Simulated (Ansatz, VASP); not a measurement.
# One calculation of TiAl, two programs

```
Ti Al
1.0
     3.15630    0.00000    0.00000
     0.00000    3.15630    0.00000
     0.00000    0.00000    3.15630
Ti Al
1 1
Direct
  0.50000 0.50000 0.50000
  0.00000 0.00000 0.00000
```

Alike in both runs: functional PBEsol; k mesh 14 × 14 × 14; occupations gaussian, width 0.1 eV; no spin polarisation.

Ansatz relaxed the structure, and its values are those at the end. VASP's run is a single point on that final structure, the one shown.

|  | VASP | Ansatz |
| --- | --- | --- |
| version | VASP 6.6.1 | Ansatz 0.2.0 |
| potentials or method | VASP PAW PBE potentials, release 64 (Ti_sv, Al), cutoff 520 eV | scalar-relativistic, plane waves, PAW |
| valence electrons in the cell | 15 | 15 |

```tsv
	VASP	Ansatz	Ansatz less VASP
gap on the k mesh at the Fermi level (eV)	none	none	-
pressure (GPa)	0.0	0.0	+0.01
```

VASP's potentials were made for PBE, not for PBEsol. A gap of «none» marks a metal or a gap that the smearing closes.
